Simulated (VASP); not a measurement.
# Al (P-1) in VASP: notebook

Runs on Al. Level: PBEsol. Tasks: single point.

Everything below comes from runs of VASP 6.6.1. Logs are shortened: lines on timing, memory, paths and dates and some standing lists are left out, and cuts for length are marked.

### 1 The cell of the first run

The typed cell holds 4 atoms: a = 2.782 Å, b = 2.782 Å, c = 9.183 Å, α = 81.87°, β = 91.16°, γ = 109.47°.

### 2 Single point, PBEsol (the part above a cut slid along it)

Contents of INCAR:

```
SYSTEM = Al
ALGO     = Fast           ! electronic algorithm
EDIFF    = 1E-6           ! SCF threshold, eV
ENCUT    = 520            ! plane-wave cutoff, eV
GGA      = PS             ! functional
ISIF     = 2              ! what is computed and relaxed
ISMEAR   = 0              ! smearing method
LASPH    = .True.         ! aspherical terms in the spheres
LCHARG   = .False.        ! write CHGCAR
LREAL    = .False.        ! projectors in reciprocal space
LWAVE    = .False.        ! write WAVECAR
NBANDS   = 14             ! bands
NELM     = 80             ! most SCF steps
PREC     = Accurate       ! precision mode
SIGMA    = 0.15           ! smearing width, eV
```

Contents of KPOINTS:

```
k-points
0
Gamma
  16 16 5
  0 0 0
```

Contents of POSCAR:

```
Al
1.0
   -1.6063180831      1.6063180831     -1.6063180831
   -1.6063180831     -1.6063180831      1.6063180831
   -0.9637908499      5.7827450994      7.0677995658
Al
4
Direct
   -0.0875000000     -0.4375000000      0.8750000000
    0.4875000000      0.4375000000      0.1250000000
   -0.0375000000     -0.1875000000      0.3750000000
    0.4375000000      0.1875000000      0.6250000000
```

Potentials or basis: VASP PAW PBE potentials, release 64 (Al).

Started as:

```console
$ cat potpaw_PBE.64/Al/POTCAR > POTCAR
$ mpirun -np 1 vasp_std > vasp.out
```

OUTCAR:

```text
SYSTEM = Al
   EDIFF = 1E-6
   ENCUT = 520
   GGA = PS
   ISIF = 2
   ISMEAR = 0
   LASPH = .True.
   LREAL = .False.
   NELM = 80
   PREC = Accurate

 ion  position               nearest neighbor table
   1  0.913  0.562  0.875-   2 2.53   4 2.78   4 2.78   2 2.82   4 3.21   4 3.21
   2  0.487  0.438  0.125-   1 2.53   3 2.78   3 2.78   1 2.82   3 3.21   3 3.21
   3  0.962  0.812  0.375-   2 2.78   4 2.78   4 2.78   2 2.78   4 3.21   2 3.21   2 3.21   4 3.21

   4  0.438  0.188  0.625-   3 2.78   1 2.78   3 2.78   1 2.78   1 3.21   3 3.21   3 3.21   1 3.21

  LATTYP: Found a triclinic cell.
 ALAT       =     4.5433536372
 B/A-ratio  =     0.6123724357
 C/A-ratio  =     2.0211382932
 COS(alpha) =     0.0201989291
 COS(beta)  =     0.0989541392
 COS(gamma) =     0.8164965809

  Lattice vectors:

 A1 = (   0.0000000000,  -3.2126361662,   3.2126361662)
 A2 = (   1.6063180831,  -1.6063180831,   1.6063180831)
 A3 = (  -0.9637908499,   5.7827450994,   7.0677995658)

Analysis of symmetry for initial positions (statically):
=====================================================================
 Subroutine PRICEL returns:
 Original cell was already a primitive cell.

 Routine SETGRP: Setting up the symmetry group for a
 triclinic supercell.

 Subroutine GETGRP returns: Found  2 space group operations
 (whereof  1 operations were pure point group operations)
 out of a pool of  2 trial point group operations.

The static configuration has the point symmetry C_1 .
 The point group associated with its full space group is S_2 .

Analysis of symmetry for dynamics (positions and initial velocities):
=====================================================================
 Subroutine PRICEL returns:
 Original cell was already a primitive cell.

 Routine SETGRP: Setting up the symmetry group for a
 triclinic supercell.

 Subroutine GETGRP returns: Found  2 space group operations
 (whereof  1 operations were pure point group operations)
 out of a pool of  2 trial point group operations.

The dynamic configuration has the point symmetry C_1 .
 The point group associated with its full space group is S_2 .

 Subroutine INISYM returns: Found  2 space group operations
 (whereof  1 operations are pure point group operations),
 and found     1 'primitive' translations

----------------------------------------------------------------------------------------

                                     Primitive cell

  volume of cell :      66.3154

  direct lattice vectors                    reciprocal lattice vectors
    -1.606318083  1.606318083 -1.606318083    -0.311270853  0.147853655 -0.163417198
    -1.606318083 -1.606318083  1.606318083    -0.311270853 -0.194544283  0.116726570
    -0.963790850  5.782745099  7.067799566     0.000000000  0.077817713  0.077817713

  length of vectors
     2.782224533  2.782224533  9.182746016     0.381386193  0.385178029  0.110050865

  position of ions in fractional coordinates (direct lattice)
     0.912500000  0.562500000  0.875000000
     0.487500000  0.437500000  0.125000000
     0.962500000  0.812500000  0.375000000
     0.437500000  0.187500000  0.625000000

  ion indices of the primitive-cell ions
   primitive index   ion index
                 1           1
                 2           2
                 3           3
                 4           4

----------------------------------------------------------------------------------------

 KPOINTS: k-points

Automatic generation of k-mesh.
 Grid dimensions read from file:
 generate k-points for:   16   16    5

 Generating k-lattice:

  Cartesian coordinates                     Fractional coordinates (reciprocal lattice)
    -0.019454428  0.009240853 -0.010213575     0.062500000  0.000000000  0.000000000
    -0.019454428 -0.012159018  0.007295411     0.000000000  0.062500000 -0.000000000
     0.000000000  0.015563543  0.015563543     0.000000000  0.000000000  0.200000000

  Length of vectors
     0.023836637  0.024073627  0.022010173

  Shift w.r.t. Gamma in fractional coordinates (k-lattice)
     0.000000000  0.000000000  0.000000000

 Subroutine IBZKPT returns following result:
 ===========================================

 Found    642 irreducible k-points:

 Following reciprocal coordinates:
            Coordinates               Weight
  0.000000  0.000000  0.000000      1.000000
  0.062500  0.000000 -0.000000      2.000000
  0.125000  0.000000 -0.000000      2.000000
  0.187500  0.000000  0.000000      2.000000
  0.250000  0.000000 -0.000000      2.000000
  0.312500  0.000000 -0.000000      2.000000
[... 16 lines left out ...]
 -0.187500  0.062500 -0.000000      2.000000
 -0.125000  0.062500 -0.000000      2.000000
 [... further k-points ...]
   k-points           NKPTS =    642   k-points in BZ     NKDIM =    642   number of bands    NBANDS=     14
   number of dos      NEDOS =    301   number of ions     NIONS =      4
   total plane-waves  NPLWV =  40320
   dimension x,y,z NGX =    24 NGY =   24 NGZ =   70
   dimension x,y,z NGXF=    48 NGYF=   48 NGZF=  140
   ions per type =               4
   NGX,Y,Z   is equivalent  to a cutoff of  14.34, 14.34, 12.67 a.u.
   NGXF,Y,Z  is equivalent  to a cutoff of  28.68, 28.68, 25.35 a.u.
 SYSTEM =  Al
   PREC   = accura    normal or accurate (medium, high low for compatibility)
   ISTART =      0    job   : 0-new  1-cont  2-samecut
   ICHARG =      2    charge: 1-file 2-atom 10-const
   ISPIN  =      1    spin polarized calculation?
   LNONCOLLINEAR =      F non collinear calculations
   LSORBIT =      F    spin-orbit coupling
   LASPH  =      T    aspherical Exc in radial PAW
   ENCUT  =  520.0 eV  38.22 Ry    6.18 a.u.   5.17  5.17 17.07*2*pi/ulx,y,z
   NELM   =     80;   NELMIN=  2; NELMDL= -5     # of ELM steps
   EDIFF  = 0.1E-05   stopping-criterion for ELM
   LREAL  =      F    real-space projection
   EDIFFG = 0.1E-04   stopping-criterion for IOM
   NSW    =      0    number of steps for IOM
   IBRION =     -1    ionic relax: 0-MD 1-quasi-New 2-CG
   NFREE  =      0    steps in history (QN), initial steepest desc. (CG)
   ISIF   =      2    stress and relaxation
   ISYM   =      2    0-nonsym 1-usesym 2-fastsym
   POTIM  = 0.5000    time-step for ionic-motion
   TEBEG  =    0.0;   TEEND  =   0.0 temperature during run
   PSTRESS=    0.0 pullay stress
   NELECT =      12.0000    total number of electrons
   NUPDOWN=      -1.0000    fix difference up-down
   EMIN   =  10.00;   EMAX   =-10.00  energy-range for DOS
   EFERMI =   0.00;   METHOD = LEGACY
   ISMEAR =     0;   SIGMA  =   0.15  broadening in eV -4-tet -1-fermi 0-gaus
   EFERMI_NEDOS =   21; number of points for ismear=-14 and -15
   IALGO  =     68    algorithm
   IMIX   =      4    mixing-type and parameters
     AMIX     =   0.40;   BMIX     =  1.00
     AMIX_MAG =   1.60;   BMIX_MAG =  1.00
  volume/ion in A,a.u.               =      16.58       111.88
  Fermi-wavevector in a.u.,A,eV,Ry     =   0.925970  1.749830 11.665920  0.857421
  Thomas-Fermi vector in A             =   2.051882
   LORBIT       =      0    0 simple, 1 ext, 2 COOP (PROOUT), +10 PAW based schemes
   GGA     = PS    functional components
   LHFCALC =     F    Hartree Fock is set to
   AEXX    =    0.0000 exact exchange contribution
   IVDW    =     0    specifies the selected vdW correction
   LEPSILON=     F    determine dielectric tensor
   LRPA    =     F    only Hartree local field effects (RPA)
 non-spin polarized calculation
 RMM-DIIS sequential band-by-band and
 Gauss-broadening in eV      SIGMA  =   0.15
  energy-cutoff  :      520.00
  volume of cell :       66.32
 maximum number of plane-waves:      1805
 NGX is ok and might be reduce to    24
   NGX = 11   NGY = 11   NGZ = 35

 number of electron      12.0000000 magnetization

 Free energy of the ion-electron system (eV)
  ---------------------------------------------------
  ext. energy  EPLUGINS =         0.00000000
  ---------------------------------------------------
  free energy    TOTEN  =       -15.89629523 eV

  energy without entropy =      -15.87624417  energy(sigma->0) =      -15.88626970

 E-fermi :   7.8556     XC(G=0): -10.2356

 val. band max:        7.8546873802   @ k =  -0.0625   0.3125   0.2000
 cond. band min:       7.8564069243   @ k =   0.3125   0.2500   0.2000
 fundamental gap:      0.0017195441
 Fermi energy:         7.8555679144

 k-point     1 :       0.0000    0.0000    0.0000
  band No.  band energies     occupation
      1      -3.2039      2.00000
      2      -1.4271      2.00000
      3      -1.4178      2.00000
      4       3.5599      2.00000
      5       4.0471      2.00000
      6      12.0361      0.00000
      7      12.1774      0.00000
      8      16.2235      0.00000
      9      16.3327      0.00000
     10      16.8780      0.00000
     11      16.9575      0.00000
     12      17.6884      0.00000
     13      18.1332      0.00000
     14      18.4189      0.00000

 k-point     2 :       0.0625    0.0000   -0.0000
  band No.  band energies     occupation
      1      -3.1199      2.00000
      2      -1.3619      2.00000
      3      -1.3170      2.00000
      4       3.6340      2.00000
      5       4.1327      2.00000
      6      12.0865      0.00000
      7      12.2625      0.00000
      8      14.5561      0.00000
      9      15.7425      0.00000
     10      16.3231      0.00000
     11      16.4763      0.00000
     12      16.6410      0.00000
     13      18.7434      0.00000
     14      18.7998      0.00000
[... 343 lines left out ...]
      1      -2.5329      2.00000
      2      -0.8048      2.00000
      3      -0.7152      2.00000
      4       4.1661      2.00000
      5       4.7134      2.00000
      6      11.1585      0.00000
      7      12.1411      0.00000
      8      12.7221      0.00000
      9      12.7955      0.00000
     10      13.2232      0.00000
     11      16.6283      0.00000
     12      17.5137      0.00000
     13      17.7394      0.00000
     14      17.8140      0.00000

 k-point    24 :      -0.1250    0.0625   -0.0000
  band No.  band energies     occupation
      1      -2.8955      2.00000
      2      -1.1846      2.00000
      3      -1.0513      2.00000
      4       3.8131      2.00000
      5       4.3795      2.00000
      6      12.1302      0.00000
      7      12.5574      0.00000
      8      13.1820      0.00000
      9      14.3231      0.00000
     10      15.0762      0.00000
     11      17.3305      0.00000
     12      17.4007      0.00000
     13      18.1639      0.00000
     14      18.3902      0.00000

 [... further k-points ...]

------------------------ aborting loop because EDIFF is reached ----------------------------------------

  FORCE on cell =-STRESS in cart. coord.  units (eV):
  Direction    XX          YY          ZZ          XY          YZ          ZX
  --------------------------------------------------------------------------------------
  -------------------------------------------------------------------------------------
  Total       -0.3090166      0.3931165      1.5965763      0.2022137      0.2798786      0.3732886
  in kB       -7.4658234      9.4976737     38.5731971      4.8854719      6.7618527      9.0186316
  external PRESSURE =      13.5350158 kB  Pullay stress =       0.0000000 kB

 VOLUME and BASIS-vectors are now :
 -----------------------------------------------------------------------------
  energy-cutoff  :      520.00
  volume of cell :       66.32
      direct lattice vectors                 reciprocal lattice vectors
    -1.606318083  1.606318083 -1.606318083    -0.311270853  0.147853655 -0.163417198
    -1.606318083 -1.606318083  1.606318083    -0.311270853 -0.194544283  0.116726570
    -0.963790850  5.782745099  7.067799566     0.000000000  0.077817713  0.077817713

 POSITION                                       TOTAL-FORCE (eV/Angst)
 -----------------------------------------------------------------------------------
     -3.21264      5.62211      5.62211        -0.195239     -0.211141     -0.677775
     -1.60632      0.80316      0.80316         0.195239      0.211141      0.677775
     -3.21264      2.40948      2.40948        -0.008838     -0.023160     -0.028843
     -1.60632      4.01580      4.01580         0.008838      0.023160      0.028843
 -----------------------------------------------------------------------------------
    total drift:                               -0.000000      0.000000     -0.000000

  FREE ENERGIE OF THE ION-ELECTRON SYSTEM (eV)
  ---------------------------------------------------
  free  energy   TOTEN  =       -15.8962952282 eV

  energy  without entropy=      -15.8762441651  energy(sigma->0) =      -15.88626970
```

It took 3.9 min on 1 thread of Intel Xeon Platinum 8488C (Sapphire Rapids), shared host; peak memory 0.53 GiB.

Results:

| Property | Result |
| --- | --- |
| Free energy | -15.8963 eV |
| Pressure | 1.4 GPa |
| Largest force | 0.736 eV/Å |
| Band gap on the k mesh | zero (bands 6 and 7 overlap by 6.60 eV) |

Forces in eV/Å, atoms in the order of the input:
```
Al  -0.195 -0.211 -0.678
Al   0.195  0.211  0.678
Al  -0.009 -0.023 -0.029
Al   0.009  0.023  0.029
```

Levels at points of the mesh, in eV from the Fermi level:
```csv
k point,band 2,band 3,band 4,band 5,band 6,band 7,band 8,band 9,band 10,band 11
"(0.00, 0.00, 0.00)",-9.28,-9.27,-4.30,-3.81,4.18,4.32,8.37,8.48,9.02,9.10
"(0.50, 0.00, 0.00)",-5.74,-4.39,-4.17,-4.04,-3.58,0.46,0.64,1.43,1.59,7.39
"(0.00, 0.50, 0.00)",-5.57,-4.86,-4.77,-3.41,-2.76,-0.78,-0.28,2.65,3.00,6.34
"(0.50, 0.50, 0.00)",-3.85,-3.10,-2.87,-1.75,-1.44,0.70,2.02,2.16,2.59,3.41
```

Caveat: the cell differs from its parent crystal (the part above a cut slid along it); the PAW data sets were made with another functional, which shifts forces and pressure a little.

[end of part 1 of 2]
